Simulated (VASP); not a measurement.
# Cs2Na (I4/mmm) in VASP: further runs

Cs2Na is run at these levels: PBE; tasks: single point, relaxation of cell and atoms.

Program: VASP 6.6.1. These are calculated values, not measurements. Logs are shortened: lines on timing, memory, paths and dates and some standing lists are left out, and cuts for length are marked.

## 1. The cell of the first run

It takes space group I4/mmm (No. 139, tetragonal). The conventional cell has a = 4.444 Å, b = 4.444 Å, c = 10.902 Å, α = 90.00°, β = 90.00°, γ = 90.00°. Cs (site symmetry 4mm) has 9 Cs at 3.60 to 4.44 Å and 5 Na at 3.62 to 3.65 Å within 4.7 Å. Within 4.8 Å of Na (site symmetry 4/mmm) lie 10 Cs at 3.62 to 3.65 Å and 4 Na at 4.44 Å.

## 2. Single point, PBE

Input file INCAR:

```
SYSTEM = Cs2Na
PREC     = Accurate       ! precision mode
ENCUT    = 520            ! plane-wave cutoff, eV
EDIFF    = 1E-6           ! SCF threshold, eV
ISMEAR   = 0              ! smearing method
SIGMA    = 0.1            ! smearing width, eV
LREAL    = .False.        ! projectors in reciprocal space
LASPH    = .True.         ! aspherical terms in the spheres
NELM     = 60             ! most SCF steps
ALGO     = Fast           ! electronic algorithm
ISIF     = 2              ! what is computed and relaxed
LWAVE    = .False.        ! write WAVECAR
LCHARG   = .False.        ! write CHGCAR
GGA      = PE             ! functional
NBANDS   = 20             ! bands
```

Input file KPOINTS:

```
Automatic mesh
0
Gamma
  6 6 6
  0 0 0
```

Input file POSCAR:

```
Cs2Na
1.0
   -2.2221373347      2.2221373347      5.4511806491
    2.2221373347     -2.2221373347      5.4511806491
    2.2221373347      2.2221373347     -5.4511806491
Cs Na
2 1
Direct
    0.6650000000      0.6650000000      0.0000000000
    0.3350000000      0.3350000000      0.0000000000
    0.0000000000      0.0000000000      0.0000000000
```

Potentials or basis: VASP PAW PBE potentials, release 64 (Cs_sv, Na_pv).

Started as:

```console
$ cat potpaw_PBE.64/Cs_sv/POTCAR potpaw_PBE.64/Na_pv/POTCAR > POTCAR
$ mpirun -np 1 vasp_std > vasp.out
```

OUTCAR:

```text
SYSTEM = Cs2Na
   PREC = Accurate
   ENCUT = 520
   EDIFF = 1E-6
   ISMEAR = 0
   LREAL = .False.
   LASPH = .True.
   NELM = 60
   ISIF = 2
   GGA = PE

 ion  position               nearest neighbor table
   1  0.665  0.665  0.000-
   2  0.335  0.335  0.000-
   3  0.000  0.000  0.000-

  LATTYP: Found a body centered tetragonal cell.
 ALAT       =     4.4442746694
 C/A-ratio  =     2.4531250000

  Lattice vectors:

 A1 = (  -2.2221373347,   2.2221373347,   5.4511806491)
 A2 = (   2.2221373347,  -2.2221373347,   5.4511806491)
 A3 = (   2.2221373347,   2.2221373347,  -5.4511806491)

Analysis of symmetry for initial positions (statically):
=====================================================================
 Subroutine PRICEL returns:
 Original cell was already a primitive cell.

 Routine SETGRP: Setting up the symmetry group for a
 body centered tetragonal supercell.

 Subroutine GETGRP returns: Found 16 space group operations
 (whereof 16 operations were pure point group operations)
 out of a pool of 16 trial point group operations.

The static configuration has the point symmetry D_4h.

Analysis of symmetry for dynamics (positions and initial velocities):
=====================================================================
 Subroutine PRICEL returns:
 Original cell was already a primitive cell.

 Routine SETGRP: Setting up the symmetry group for a
 body centered tetragonal supercell.

 Subroutine GETGRP returns: Found 16 space group operations
 (whereof 16 operations were pure point group operations)
 out of a pool of 16 trial point group operations.

The dynamic configuration has the point symmetry D_4h.

 Subroutine INISYM returns: Found 16 space group operations
 (whereof 16 operations are pure point group operations),
 and found     1 'primitive' translations

----------------------------------------------------------------------------------------

                                     Primitive cell

  volume of cell :     107.6694

  direct lattice vectors                    reciprocal lattice vectors
    -2.222137335  2.222137335  5.451180649     0.000000000  0.225008595  0.091723249
     2.222137335 -2.222137335  5.451180649     0.225008595  0.000000000  0.091723249
     2.222137335  2.222137335 -5.451180649     0.225008595  0.225008595  0.000000000

  length of vectors
     6.292150597  6.292150597  6.292150597     0.242985642  0.242985642  0.318210207

  position of ions in fractional coordinates (direct lattice)
     0.665000000  0.665000000  0.000000000
     0.335000000  0.335000000  0.000000000
     0.000000000  0.000000000  0.000000000

  ion indices of the primitive-cell ions
   primitive index   ion index
                 1           1
                 2           2
                 3           3

----------------------------------------------------------------------------------------

 KPOINTS: Automatic mesh

Automatic generation of k-mesh.
 Grid dimensions read from file:
 generate k-points for:    6    6    6

 Generating k-lattice:

  Cartesian coordinates                     Fractional coordinates (reciprocal lattice)
     0.000000000  0.037501433  0.015287208     0.166666667  0.000000000  0.000000000
     0.037501433  0.000000000  0.015287208     0.000000000  0.166666667  0.000000000
     0.037501433  0.037501433  0.000000000     0.000000000  0.000000000  0.166666667

  Length of vectors
     0.040497607  0.040497607  0.053035034

  Shift w.r.t. Gamma in fractional coordinates (k-lattice)
     0.000000000  0.000000000  0.000000000

 Subroutine IBZKPT returns following result:
 ===========================================

 Found     30 irreducible k-points:

 Following reciprocal coordinates:
            Coordinates               Weight
  0.000000  0.000000  0.000000      1.000000
  0.166667  0.000000  0.000000      8.000000
  0.333333 -0.000000  0.000000      8.000000
  0.500000 -0.000000  0.000000      4.000000
  0.166667  0.166667  0.000000      8.000000
  0.333333  0.166667  0.000000     16.000000
[... 16 lines left out ...]
 -0.333333 -0.333333  0.166667      8.000000
 -0.166667 -0.333333  0.166667      8.000000
 [... further k-points ...]
   k-points           NKPTS =     30   k-points in BZ     NKDIM =     30   number of bands    NBANDS=     20
   number of dos      NEDOS =    301   number of ions     NIONS =      3
   total plane-waves  NPLWV = 110592
   dimension x,y,z NGX =    48 NGY =   48 NGZ =   48
   dimension x,y,z NGXF=    96 NGYF=   96 NGZF=   96
   ions per type =               2   1
   NGX,Y,Z   is equivalent  to a cutoff of  12.68, 12.68, 12.68 a.u.
   NGXF,Y,Z  is equivalent  to a cutoff of  25.36, 25.36, 25.36 a.u.
 SYSTEM =  Cs2Na
   PREC   = accura    normal or accurate (medium, high low for compatibility)
   ISTART =      0    job   : 0-new  1-cont  2-samecut
   ICHARG =      2    charge: 1-file 2-atom 10-const
   ISPIN  =      1    spin polarized calculation?
   LNONCOLLINEAR =      F non collinear calculations
   LSORBIT =      F    spin-orbit coupling
   LASPH  =      T    aspherical Exc in radial PAW
   ENCUT  =  520.0 eV  38.22 Ry    6.18 a.u.  11.70 11.70 11.70*2*pi/ulx,y,z
   NELM   =     60;   NELMIN=  2; NELMDL= -5     # of ELM steps
   EDIFF  = 0.1E-05   stopping-criterion for ELM
   LREAL  =      F    real-space projection
   EDIFFG = 0.1E-04   stopping-criterion for IOM
   NSW    =      0    number of steps for IOM
   IBRION =     -1    ionic relax: 0-MD 1-quasi-New 2-CG
   NFREE  =      0    steps in history (QN), initial steepest desc. (CG)
   ISIF   =      2    stress and relaxation
   ISYM   =      2    0-nonsym 1-usesym 2-fastsym
   POTIM  = 0.5000    time-step for ionic-motion
   TEBEG  =    0.0;   TEEND  =   0.0 temperature during run
   PSTRESS=    0.0 pullay stress
   NELECT =      25.0000    total number of electrons
   NUPDOWN=      -1.0000    fix difference up-down
   EMIN   =  10.00;   EMAX   =-10.00  energy-range for DOS
   EFERMI =   0.00;   METHOD = LEGACY
   ISMEAR =     0;   SIGMA  =   0.10  broadening in eV -4-tet -1-fermi 0-gaus
   EFERMI_NEDOS =   21; number of points for ismear=-14 and -15
   IALGO  =     68    algorithm
   IMIX   =      4    mixing-type and parameters
     AMIX     =   0.40;   BMIX     =  1.00
     AMIX_MAG =   1.60;   BMIX_MAG =  1.00
  volume/ion in A,a.u.               =      35.89       242.20
  Fermi-wavevector in a.u.,A,eV,Ry     =   1.006215  1.901470 13.775467  1.012468
  Thomas-Fermi vector in A             =   2.138943
   LORBIT       =      0    0 simple, 1 ext, 2 COOP (PROOUT), +10 PAW based schemes
   GGA     = PE    functional components
   LHFCALC =     F    Hartree Fock is set to
   AEXX    =    0.0000 exact exchange contribution
   IVDW    =     0    specifies the selected vdW correction
   LEPSILON=     F    determine dielectric tensor
   LRPA    =     F    only Hartree local field effects (RPA)
 non-spin polarized calculation
 RMM-DIIS sequential band-by-band and
 Gauss-broadening in eV      SIGMA  =   0.10
  energy-cutoff  :      520.00
  volume of cell :      107.67
 maximum number of plane-waves:      2932
   NGX = 23   NGY = 23   NGZ = 23

 number of electron      25.0000001 magnetization

 Free energy of the ion-electron system (eV)
  ---------------------------------------------------
  ext. energy  EPLUGINS =         0.00000000
  ---------------------------------------------------
  free energy    TOTEN  =        -0.83509425 eV

  energy without entropy =       -0.81870690  energy(sigma->0) =       -0.82690058

 E-fermi :   3.9637     XC(G=0):  -8.5489

 val. band max:        3.9596866012   @ k =   0.1667   0.0000   0.0000
 cond. band min:       3.9683707942   @ k =   0.5000   0.5000   0.3333
 fundamental gap:      0.0086841929
 Fermi energy:         3.9636560864

 k-point     1 :       0.0000    0.0000    0.0000
  band No.  band energies     occupation
      1     -21.0805      2.00000
      2     -21.0441      2.00000
      3     -21.0441      2.00000
      4     -20.1092      2.00000
      5     -19.4822      2.00000
      6      -7.5978      2.00000
[... 12 lines left out ...]
     19       7.0877      0.00000
     20       8.4014      0.00000

 k-point     2 :       0.1667    0.0000    0.0000
  band No.  band energies     occupation
      1     -21.0805      2.00000
      2     -21.0462      2.00000
      3     -21.0440      2.00000
      4     -20.0623      2.00000
      5     -19.5165      2.00000
      6      -7.5986      2.00000
[... 12 lines left out ...]
     19       7.8860      0.00000
     20       8.3431      0.00000

 k-point     3 :       0.3333   -0.0000    0.0000
  band No.  band energies     occupation
      1     -21.0804      2.00000
      2     -21.0499      2.00000
      3     -21.0438      2.00000
      4     -19.9424      2.00000
      5     -19.6114      2.00000
      6      -7.6767      2.00000
[... 12 lines left out ...]
     19       7.9400      0.00000
     20       8.3356      0.00000

 k-point     4 :       0.5000   -0.0000    0.0000
  band No.  band energies     occupation
      1     -21.0803      2.00000
      2     -21.0515      2.00000
      3     -21.0437      2.00000
      4     -19.8343      2.00000
      5     -19.7073      2.00000
      6      -7.7458      2.00000
[... 12 lines left out ...]
     19       7.9881      0.00000
     20       8.8725      0.00000

 k-point     5 :       0.1667    0.1667    0.0000
  band No.  band energies     occupation
      1     -21.0810      2.00000
      2     -21.0465      2.00000
      3     -21.0450      2.00000
      4     -20.0082      2.00000
      5     -19.5582      2.00000
      6      -7.5669      2.00000
[... 12 lines left out ...]
     19       7.7596      0.00000
     20       8.2337      0.00000
[... 353 lines left out ...]
      6      -7.6951      2.00000
[... 12 lines left out ...]
     19       7.1779      0.00000
     20       8.4520      0.00000

 k-point    22 :      -0.1667    0.5000    0.1667
  band No.  band energies     occupation
      1     -21.0816      2.00000
      2     -21.0496      2.00000
      3     -21.0438      2.00000
      4     -19.8847      2.00000
      5     -19.6727      2.00000
      6      -7.7291      2.00000
[... 12 lines left out ...]
     19       7.1754      0.00000
     20       8.4225      0.00000

 k-point    23 :      -0.3333   -0.3333    0.1667
  band No.  band energies     occupation
      1     -21.0829      2.00000
      2     -21.0463      2.00000
      3     -21.0450      2.00000
      4     -19.9464      2.00000
      5     -19.6252      2.00000
      6      -7.4853      2.00000
[... 12 lines left out ...]
     19       7.3775      0.00000
     20       8.1883      0.00000

 k-point    24 :      -0.1667   -0.3333    0.1667
  band No.  band energies     occupation
      1     -21.0826      2.00000
      2     -21.0460      2.00000
      3     -21.0440      2.00000
      4     -20.0138      2.00000
      5     -19.5700      2.00000
      6      -7.5145      2.00000
[... 12 lines left out ...]
     19       7.6289      0.00000
     20       8.0832      0.00000

 [... further k-points ...]

------------------------ aborting loop because EDIFF is reached ----------------------------------------

  FORCE on cell =-STRESS in cart. coord.  units (eV):
  Direction    XX          YY          ZZ          XY          YZ          ZX
  --------------------------------------------------------------------------------------
  -------------------------------------------------------------------------------------
  Total        5.3652727      5.3652727      5.7810753      0.0000000      0.0000000      0.0000000
  in kB       79.8380693     79.8380693     86.0254300      0.0000000      0.0000000      0.0000000
  external PRESSURE =      81.9005229 kB  Pullay stress =       0.0000000 kB

 VOLUME and BASIS-vectors are now :
 -----------------------------------------------------------------------------
  energy-cutoff  :      520.00
  volume of cell :      107.67
      direct lattice vectors                 reciprocal lattice vectors
    -2.222137335  2.222137335  5.451180649     0.000000000  0.225008595  0.091723249
     2.222137335 -2.222137335  5.451180649     0.225008595  0.000000000  0.091723249
     2.222137335  2.222137335 -5.451180649     0.225008595  0.225008595  0.000000000

 POSITION                                       TOTAL-FORCE (eV/Angst)
 -----------------------------------------------------------------------------------
      0.00000      0.00000      7.25007        -0.000000     -0.000000      0.033492
      0.00000      0.00000      3.65229         0.000000      0.000000     -0.033492
      0.00000      0.00000      0.00000        -0.000000     -0.000000      0.000000
 -----------------------------------------------------------------------------------
    total drift:                               -0.000000     -0.000000      0.000000

  FREE ENERGIE OF THE ION-ELECTRON SYSTEM (eV)
  ---------------------------------------------------
  free  energy   TOTEN  =        -0.8350942537 eV

  energy  without entropy=       -0.8187069022  energy(sigma->0) =       -0.82690058
```

It took 70 s on 1 thread of AMD EPYC 9R45 (Zen 5), shared host; peak memory 0.3 GiB.

What came out:

```
Free energy   : -0.8351 eV
Pressure      : 8.2 GPa
Largest force : 0.033 eV/Å
```

Forces in eV/Å, atoms in the order of the input:
```
Cs   0.000  0.000  0.033
Cs   0.000  0.000 -0.033
Na   0.000  0.000  0.000
```

Stress tensor (GPa, compression positive):
```
7.98 0.00 0.00
0.00 7.98 0.00
0.00 0.00 8.60
```

Caveat: spin-orbit coupling is left out, which moves the levels of the heavy elements.

## 3. Single point, PBE

This run uses another cell than the first one, of 84.14 Å³/atom, 2.344 times its volume.

Input file INCAR:

```
SYSTEM = Cs2Na
  PREC = Accurate
  ENCUT = 520
  EDIFF = 1E-7
  ISMEAR = 0
  SIGMA = 0.1
  LREAL = .False.
  LASPH = .True.
  NELM = 60
  ALGO = Fast
  ISIF = 2
  LWAVE = .False.
  LCHARG = .False.
  GGA = PE
  NBANDS = 20
```

Input file KPOINTS:

```
regular mesh
0
Gamma
  6 6 6
  0 0 0
```

Input file POSCAR:

```
Cs2Na
1.0
   -2.8133754410      2.8133754410      7.9727795421
    2.8133754410     -2.8133754410      7.9727795421
    2.8133754410      2.8133754410     -7.9727795421
Cs Na
2 1
Direct
    0.6469230551      0.6469230551      0.0000000000
    0.3530769449      0.3530769449      0.0000000000
    0.0000000000      0.0000000000      0.0000000000
```

Potentials or basis: VASP PAW PBE potentials, release 64 (Cs_sv, Na_pv).

Started as:

```console
$ cat potpaw_PBE.64/Cs_sv/POTCAR potpaw_PBE.64/Na_pv/POTCAR > POTCAR
$ mpirun -np 1 vasp_std > vasp.out
```

Run time: 5.1 min. Hardware: 1 thread of AMD EPYC 9R45 (Zen 5), shared host; peak memory 0.66 GiB.

Results (log left out):

| Quantity | Value |
| --- | --- |
| Free energy | -2.9678 eV |
| Pressure | 0.0 GPa |

Stress tensor (GPa, compression positive):
```
-0.07  0.00  0.00
 0.00 -0.07  0.00
 0.00  0.00  0.09
```

Levels at points of the mesh, in eV from the Fermi level:
| k point | band 10 | band 11 | band 12 | band 13 | band 14 | band 15 |
| --- | --- | --- | --- | --- | --- | --- |
| (0.00, 0.00, 0.00) | -10.51 | -10.48 | -2.02 | 0.13 | 0.84 | 1.31 |
| (0.50, 0.00, 0.00) | -10.52 | -10.50 | -0.63 | -0.47 | 0.32 | 0.97 |
| (0.50, 0.50, 0.00) | -10.53 | -10.52 | -0.30 | 0.58 | 0.61 | 0.66 |
| (0.50, 0.50, 0.50) | -10.50 | -10.50 | -1.44 | -1.09 | 0.97 | 1.20 |

Caveat: spin-orbit coupling is left out, which moves the levels of the heavy elements.

## 4. Relaxation of cell and atoms, PBE

Input file INCAR:

```
SYSTEM = Cs2Na
PREC = Accurate
ENCUT = 600
EDIFF = 1E-6
ISMEAR = 0
SIGMA = 0.1
LREAL = .FALSE.
LASPH = .TRUE.
NELM = 80
ALGO = Normal
ISIF = 3
LWAVE = .FALSE.
LCHARG = .FALSE.
GGA = PE
IBRION = 2
NSW = 90
EDIFFG = -0.04
```

Input file KPOINTS:

```
Automatic mesh
0
G
  6 6 6
  0 0 0
```

Input file POSCAR:

```
Cs2Na
1.0
   -2.2221373347      2.2221373347      5.4511806491
    2.2221373347     -2.2221373347      5.4511806491
    2.2221373347      2.2221373347     -5.4511806491
Cs Na
2 1
Direct
    0.6650000000      0.6650000000      0.0000000000
    0.3350000000      0.3350000000      0.0000000000
    0.0000000000      0.0000000000      0.0000000000
```

Started as:

```console
$ cat potpaw_PBE.64/Cs_sv/POTCAR potpaw_PBE.64/Na_pv/POTCAR > POTCAR
$ mpirun -np 1 vasp_std > vasp.out
```

Wall time 8.8 min (1 thread of AMD EPYC 9R45 (Zen 5), shared host); peak memory 0.36 GiB.

The run converged. Its results:

```
Free energy                            : -2.9450 eV
Relaxed volume                         : 83.77 Å³/atom
Relaxed cell                           : a = 9.280 Å, b = 9.280 Å, c = 9.280 Å, α = 145.81°, β = 145.81°, γ = 49.13°
Space group after relaxing (to 0.05 Å) : I4/mmm (No. 139)
Energy gained by relaxing              : 703.3 meV/atom
Ionic steps                            : 14
Pressure after relaxing                : 0.0 GPa
```

The path:
| step | energy change (eV) | largest force (eV/Å) | pressure (GPa) | volume (Å³) |
| --- | --- | --- | --- | --- |
| 1 | 0.0000 | 0.0340 | 8.20 | 107.67 |
| 2 | -1.1237 | 0.1820 | 3.95 | 138.89 |
| 3 | -1.9473 | 0.2011 | 0.79 | 202.64 |
| 4 | -2.0358 | 0.1740 | 0.18 | 233.81 |
| 5 | -2.0436 | 0.1632 | 0.02 | 246.46 |
| 6 | -2.0437 | 0.1598 | -0.01 | 250.05 |
| 7 | -2.0478 | 0.1519 | -0.02 | 250.22 |
| 8 | -2.0592 | 0.1297 | -0.03 | 250.74 |
| 9 | -2.0776 | 0.0831 | -0.05 | 251.69 |
| 10 | -2.0969 | 0.0126 | -0.06 | 253.31 |
| 11 | -2.0981 | 0.0434 | -0.05 | 253.76 |
| 12 | -2.1080 | 0.0321 | 0.02 | 247.77 |
| 13 | -2.1092 | 0.0283 | 0.07 | 244.24 |
| 14 | -2.1100 | 0.0001 | -0.03 | 251.30 |

Final structure:
```
Cs Na
1.0
    -2.72825    2.72825    8.44026
     2.72825   -2.72825    8.44026
     2.72825    2.72825   -8.44026
Cs Na
2 1
Direct
  0.64287 0.64287 0.00000
  0.35713 0.35713 0.00000
  0.00000 0.00000 0.00000
```

Levels at points of the mesh, in eV from the Fermi level:
| k point | band 9 | band 10 | band 11 | band 12 | band 13 | band 14 | band 15 | band 16 |
| --- | --- | --- | --- | --- | --- | --- | --- | --- |
| (0.00, 0.00, 0.00) | -10.43 | -10.43 | -10.42 | -1.97 | 0.03 | 0.63 | 1.46 | 1.75 |
| (0.50, 0.00, 0.00) | -10.44 | -10.43 | -10.43 | -0.54 | -0.37 | 0.35 | 0.99 | 1.83 |
| (0.50, 0.50, 0.00) | -10.49 | -10.47 | -10.44 | -0.17 | 0.61 | 0.71 | 0.73 | 1.35 |
| (0.50, 0.50, 0.50) | -10.47 | -10.42 | -10.42 | -1.47 | -1.09 | 1.15 | 1.20 | 2.32 |

Caveat: the volume moved by over 15 % at a fixed basis, so the end points are rough; spin-orbit coupling is left out, which moves the levels of the heavy elements.

## 5. The runs side by side

| task | cell | cutoff (eV) | gap on the mesh (eV) | pressure (GPa) |
| --- | --- | --- | --- | --- |
| single point | a = 6.292 Å, angles 138.6, 138.6, 59.9°, 3 atoms | 520 | none | 8.2 |
| single point | a = 8.910 Å, angles 143.2, 143.2, 53.0°, 3 atoms | 520 | none | 0.0 |
| relaxation of cell and atoms | relaxed from a = 6.292 Å, angles 138.6, 138.6, 59.9°, 3 atoms | 600 | none | 0.0 |

Alike in all rows: level PBE; potentials or basis VASP PAW PBE potentials, release 64 (Cs_sv, Na_pv); no spin polarisation; k mesh 6 × 6 × 6; smearing gaussian 0.1 eV.

Caveats: spin-orbit coupling is left out, which moves the levels of the heavy elements; the volume moved by over 15 % at a fixed basis, so the end points are rough (some runs).

Absolute energies hang on the potentials; compare differences alone.
